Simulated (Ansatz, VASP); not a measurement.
## InSe2 in VASP and in Ansatz

File INCAR:

```
SYSTEM = InSe2
PREC = Accurate
ENCUT = 600
EDIFF = 1E-6
ISMEAR = 0
SIGMA = 0.1
LREAL = .FALSE.
LASPH = .TRUE.
NELM = 100
ALGO = Normal
ISIF = 3
LWAVE = .FALSE.
LCHARG = .FALSE.
IBRION = 2
NSW = 80
EDIFFG = -0.01
```

File KPOINTS:

```
Automatic mesh
0
G
  10 10 4
  0 0 0
```

Contents of POSCAR:

```
InSe2
1.0
    3.8948930000      0.0000000000      0.0000000000
    0.0000000000      3.8948930000      0.0000000000
    0.0000000000      0.0000000000      9.6262310000
In Se
2 4
Direct
    0.0000000000      0.5000000000      0.7064680000
    0.5000000000      0.0000000000      0.2935320000
    0.0000000000      0.5000000000      0.3662120000
    0.5000000000      0.0000000000      0.6337880000
    0.0000000000      0.0000000000      0.0000000000
    0.5000000000      0.5000000000      0.0000000000
```

Input for Ansatz:

```yaml
crystal:
  lattice:
    - [3.894893, 0.0, 0.0]
    - [0.0, 3.894893, 0.0]
    - [0.0, 0.0, 9.626231]
  atoms:
    - { symbol: In, position: [0.0, 0.5, 0.706468] }
    - { symbol: In, position: [0.5, 0.0, 0.293532] }
    - { symbol: Se, position: [0.0, 0.5, 0.366212] }
    - { symbol: Se, position: [0.5, 0.0, 0.633788] }
    - { symbol: Se, position: [0.0, 0.0, 0.0] }
    - { symbol: Se, position: [0.5, 0.5, 0.0] }
basis:
  ecutwfc: 420
kpoints:
  mp_grid: { grid: [10, 10, 4] }
hamiltonian:
  xc: lda
scf:
  occupations: { method: gaussian, width: 0.1 }
output:
  forces: true
  stress: true
  eigenvalues: true
relax:
  adjacent_minimum: "off"
  f_tol: 0.01
  max_steps: 60
  cell: { stress_tol: 0.05 }
```

Alike in both runs: task relaxation of cell and atoms; functional LDA; k mesh 10 × 10 × 4; occupations gaussian, width 0.1 eV; no spin polarisation.

```csv
,VASP,Ansatz
version,VASP 6.6.1,Ansatz 0.2.0
potentials or method,"VASP PAW LDA potentials, release 64 (In_d, Se), cutoff 600 eV","scalar-relativistic, plane waves, PAW"
valence electrons in the cell,50,90
```

```csv
,VASP,Ansatz,Ansatz less VASP
"gap on the k mesh at the Fermi level, each at its own relaxed structure (eV)",none,none,-
relaxed volume (Å³/atom),22.31,22.27,-0.038
relaxed cell length with the largest relative difference (Å),3.811,3.808,-0.0030
```

LDA's correlation is that of Perdew and Zunger in VASP and of Perdew and Wang (1992) in Ansatz. A gap of «none» marks a metal or a gap that the smearing closes. VASP's potentials hold 50 valence electrons a cell and Ansatz's 90, so a difference there can come from the potentials and not from the codes.
